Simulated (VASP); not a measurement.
# WS2 (P6_3/mmc) in VASP: notebook, part 2 of 2

VASP 6.6.1. The steps go on from the part before.

### 3 Single point, PBEsol

INCAR

```
SYSTEM = WS2
PREC = Accurate ; ENCUT = 520
EDIFF = 1E-6 ; ISMEAR = 0
SIGMA = 0.05 ; LREAL = .FALSE.
LASPH = .TRUE. ; NELM = 60
ALGO = Normal ; ISIF = 2
LWAVE = .FALSE. ; LCHARG = .FALSE.
GGA = PS ; NBANDS = 35
```

KPOINTS

```
Automatic mesh
0
G
  12 12 2
  0 0 0
```

POSCAR

```
WS2
1.0
    3.1180283786      0.0000000000      0.0000000000
   -1.5590141893      2.7002917856      0.0000000000
    0.0000000000      0.0000000000     12.5828033276
W S
2 4
Direct
    0.3333333333      0.6666666667      0.2500000000
    0.6666666667      0.3333333333      0.7500000000
    0.3333333333      0.6666666667      0.6068585060
    0.6666666667      0.3333333333      0.1068585060
    0.3333333333      0.6666666667      0.8931414940
    0.6666666667      0.3333333333      0.3931414940
```

Potentials or basis: VASP PAW PBE potentials, release 64 (W_sv, S).

On the command line:

```
cat potpaw_PBE.64/W_sv/POTCAR potpaw_PBE.64/S/POTCAR > POTCAR
mpirun -np 1 vasp_std > vasp.out
```

OUTCAR:

```text
SYSTEM = WS2
   PREC = Accurate
   ENCUT = 520
   EDIFF = 1E-6
   ISMEAR = 0
   LREAL = .FALSE.
   LASPH = .TRUE.
   NELM = 60
   ISIF = 2
   GGA = PS

 ion  position               nearest neighbor table
   1  0.333  0.667  0.250-   4 2.55   6 2.55   4 2.55   6 2.55   4 2.55   6 2.55
   2  0.667  0.333  0.750-   3 2.55   5 2.55   3 2.55   5 2.55   3 2.55   5 2.55
   3  0.333  0.667  0.607-   2 2.55   2 2.55   2 2.55
   4  0.667  0.333  0.107-   1 2.55   1 2.55   1 2.55
   5  0.333  0.667  0.893-   2 2.55   2 2.55   2 2.55
   6  0.667  0.333  0.393-   1 2.55   1 2.55   1 2.55

[... 1121 lines left out ...]
  -------------------------------------------------------------------------------------
  Total       -5.2870045     -5.2870045    -22.9380462      0.0000000     -0.0000000     -0.0000000
  in kB      -79.9561900    -79.9561900   -346.8956376      0.0000000     -0.0000000     -0.0000000
  external PRESSURE =    -168.9360059 kB  Pullay stress =       0.0000000 kB

 VOLUME and BASIS-vectors are now :
 -----------------------------------------------------------------------------
  energy-cutoff  :      520.00
  volume of cell :      105.94
      direct lattice vectors                 reciprocal lattice vectors
     3.118028379  0.000000000  0.000000000     0.320715490  0.185165175  0.000000000
    -1.559014189  2.700291786  0.000000000     0.000000000  0.370330349  0.000000000
     0.000000000  0.000000000 12.582803328     0.000000000  0.000000000  0.079473546

 POSITION                                       TOTAL-FORCE (eV/Angst)
 -----------------------------------------------------------------------------------
     -0.00000      1.80019      3.14570        -0.000000     -0.000000     -0.000000
      1.55901      0.90010      9.43710         0.000000      0.000000     -0.000000
     -0.00000      1.80019      7.63598         0.000000      0.000000      3.439183
      1.55901      0.90010      1.34458        -0.000000      0.000000      3.439183
     -0.00000      1.80019     11.23822         0.000000     -0.000000     -3.439183
      1.55901      0.90010      4.94682        -0.000000      0.000000     -3.439183
 -----------------------------------------------------------------------------------
    total drift:                               -0.000000      0.000000     -0.000000

  FREE ENERGIE OF THE ION-ELECTRON SYSTEM (eV)
  ---------------------------------------------------
  free  energy   TOTEN  =       -48.8439955527 eV

  energy  without entropy=      -48.8439955527  energy(sigma->0) =      -48.84399555
```

OSZICAR:

```text
N       E                     dE             d eps       ncg     rms          rms(c)
DAV:   1     0.496171800181E+03    0.49617E+03   -0.28267E+04  2908   0.149E+03
DAV:   2    -0.188007760274E+02   -0.51497E+03   -0.49818E+03  3068   0.404E+02
DAV:   3    -0.509649732991E+02   -0.32164E+02   -0.31456E+02  3265   0.944E+01
DAV:   4    -0.517827758260E+02   -0.81780E+00   -0.81250E+00  3225   0.154E+01
DAV:   5    -0.517979011070E+02   -0.15125E-01   -0.15112E-01  3242   0.225E+00    0.307E+01
DAV:   6    -0.497521186008E+02    0.20458E+01   -0.96105E+00  3203   0.209E+01    0.136E+01
DAV:   7    -0.494677831982E+02    0.28434E+00   -0.80390E+00  3031   0.136E+01    0.684E+00
DAV:   8    -0.488418142643E+02    0.62597E+00   -0.12048E+00  3030   0.723E+00    0.255E+00
DAV:   9    -0.488514912107E+02   -0.96769E-02   -0.15301E-01  3140   0.191E+00    0.130E+00
DAV:  10    -0.488449061612E+02    0.65850E-02   -0.39448E-02  3014   0.137E+00    0.595E-01
DAV:  11    -0.488441229947E+02    0.78317E-03   -0.44476E-03  3002   0.424E-01    0.130E-01
DAV:  12    -0.488439918803E+02    0.13111E-03   -0.32170E-04  3118   0.913E-02    0.366E-02
DAV:  13    -0.488439984930E+02   -0.66127E-05   -0.70978E-05  3161   0.367E-02    0.561E-02
DAV:  14    -0.488439962855E+02    0.22075E-05   -0.70788E-06  2707   0.133E-02    0.306E-02
DAV:  15    -0.488439955527E+02    0.73283E-06   -0.79751E-07  1479   0.560E-03
   1 F= -.48843996E+02 E0= -.48843996E+02  d E =-.112588E-14
```

stdout:

```text
POSCAR found type information on POSCAR W S
 POSCAR found :  2 types and       6 ions
 scaLAPACK will be used
 -----------------------------------------------------------------------------
|                                                                             |
|                                                                             |
|     You enforced a specific xc type in the INCAR file but a different       |
|     I HOPE YOU KNOW WHAT YOU ARE DOING!                                     |
|                                                                             |
 -----------------------------------------------------------------------------

 LDA part: xc-table for (Slater+PW92), standard interpolation
 POSCAR, INCAR and KPOINTS ok, starting setup
 FFT: planning ... GRIDC
 FFT: planning ... GRID_SOFT
 FFT: planning ... GRID
 WAVECAR not read
 entering main loop
```

Run time: 88 s. Hardware: 1 thread of Intel Xeon Platinum 8488C (Sapphire Rapids), shared host; peak memory 0.28 GiB.

Results:

| Quantity | Value |
| --- | --- |
| Free energy | -48.8440 eV |
| Pressure | -16.9 GPa |
| Largest force | 3.439 eV/Å |
| Band gap on the k mesh | 0.53 eV, indirect (least direct gap 1.25 eV) |

Forces on the atoms (eV/Å):
```
W    0.000  0.000  0.000
W    0.000  0.000  0.000
S    0.000  0.000  3.439
S    0.000  0.000  3.439
S    0.000  0.000 -3.439
S    0.000  0.000 -3.439
```

Stress tensor (GPa, compression positive):
```
 -8.00   0.00   0.00
  0.00  -8.00   0.00
  0.00   0.00 -34.69
```

Caveat: the PAW data sets were made with another functional, which shifts forces and pressure a little; spin-orbit coupling is left out, which moves the levels of the heavy elements. A k mesh can miss the band edges.

### 4 Single point, PBEsol

INCAR

```
PREC = Accurate
ENCUT = 520
EDIFF = 1E-7
ISMEAR = 0
SIGMA = 0.05
LREAL = False
LASPH = True
NELM = 60
ALGO = Normal
ISIF = 2
LWAVE = False
LCHARG = False
GGA = PS
NBANDS = 35
```

KPOINTS

```
Automatic mesh
0
Gamma
  12 12 2
```

POSCAR

```
WS2
1.0
    3.1180283786      0.0000000000      0.0000000000
   -1.5590141893      2.7002917856      0.0000000000
    0.0000000000      0.0000000000     12.5828033276
W S
2 4
Direct
    0.3333333333      0.6666666667      0.2500000000
    0.6666666667      0.3333333333      0.7500000000
    0.3333333333      0.6666666667      0.6331095153
    0.6666666667      0.3333333333      0.1331095153
    0.3333333333      0.6666666667      0.8668904847
    0.6666666667      0.3333333333      0.3668904847
```

On the command line:

```
cat potpaw_PBE.64/W_sv/POTCAR potpaw_PBE.64/S/POTCAR > POTCAR
mpirun -np 1 vasp_std > vasp.out
```

Run time: 85 s. Hardware: 1 thread of Intel Xeon Platinum 8488C (Sapphire Rapids), shared host; peak memory 0.28 GiB.

The run converged. Its results:

```yaml
Free_energy: -50.0106 eV
Pressure: 15.5 GPa
Largest_force: 2.547 eV/Å
Band_gap_on_the_k_mesh: 0.80 eV, indirect (least direct gap 1.70 eV)
```

Forces on the atoms (eV/Å):
```
W    0.000  0.000  0.000
W    0.000  0.000  0.000
S    0.000  0.000 -2.547
S    0.000  0.000 -2.547
S    0.000  0.000  2.547
S    0.000  0.000  2.547
```

Stress tensor (GPa, compression positive):
```
12.08  0.00  0.00
 0.00 12.08  0.00
 0.00  0.00 22.48
```

Levels at points of the mesh, in eV from the valence-band top:
| k point | band 22 | band 23 | band 24 | band 25 | band 26 | band 27 | band 28 | band 29 | band 30 | band 31 |
| --- | --- | --- | --- | --- | --- | --- | --- | --- | --- | --- |
| (0.00, 0.00, 0.00) | -2.84 | -2.84 | -1.86 | -1.15 | 0.00 | 2.23 | 2.23 | 2.24 | 2.24 | 2.68 |
| (0.50, 0.00, 0.00) | -2.80 | -2.34 | -2.25 | -1.92 | -1.79 | 2.13 | 2.16 | 2.66 | 2.80 | 3.26 |
| (0.00, 0.00, 0.50) | -2.85 | -2.85 | -2.85 | -0.36 | -0.36 | 2.24 | 2.24 | 2.24 | 2.24 | 2.73 |
| (0.50, 0.00, 0.50) | -2.86 | -2.29 | -2.29 | -1.85 | -1.85 | 2.14 | 2.14 | 2.74 | 2.74 | 3.47 |

Caveat: the PAW data sets were made with another functional, which shifts forces and pressure a little; spin-orbit coupling is left out, which moves the levels of the heavy elements; this functional lacks dispersion, which binds the layers, so the pressure and a relaxed spacing across them are unreliable. A k mesh can miss the band edges.
